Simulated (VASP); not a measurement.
Runs of VASP 6.6.1 on C. The structure is that of space group C2/m (No. 12), or close to it. The cells are those of the table. 

```tsv
cell	gap on the mesh (eV)	pressure (GPa)	largest force (eV/Å)
a = 2.522, b = 2.522, c = 12.547 Å, angles 81.3, 81.3, 60.0°, 12 atoms	none	(a)	3.20
a = 2.522, b = 2.522, c = 12.489 Å, angles 82.7, 82.7, 60.0°, 12 atoms	none	7.6	4.64
a = 2.522, b = 2.522, c = 12.616 Å, angles 79.9, 79.9, 60.0°, 12 atoms	none	3.4	3.15
a = 2.522, b = 2.522, c = 12.881 Å, angles 75.8, 75.8, 60.0°, 12 atoms	0.79	2.9	4.66
a = 2.522, b = 2.522, c = 12.783 Å, angles 77.2, 77.2, 60.0°, 12 atoms	none	3.4	3.87
```

Alike in all rows: task single point; level PBE; potentials or basis VASP PAW PBE potentials, release 64 (C); no spin polarisation; k mesh 10 × 10 × 2; cutoff (eV) 520; smearing gaussian 0.05 eV.

Task: Estimate the missing entries.

Result: (a) 4.8.

Caveats: forces of over 1 eV/Å act on the atoms, so gaps and moduli don't describe the material at rest; the stress differs along the axes, from -3 to 20 GPa (at least some runs); the stress differs along the axes, from -4 to 30 GPa (at least some runs); the stress differs along the axes, from 1 to 9 GPa (at least some runs); the stress differs along the axes, from -5 to 18 GPa (at least some runs); semilocal functionals underestimate gaps, and a narrow one can read as zero (at least some runs); the stress differs along the axes, from 1 to 8 GPa (at least some runs).

A k mesh can miss the band edges.

A gap of «none» marks levels without a gap at the run's occupations.
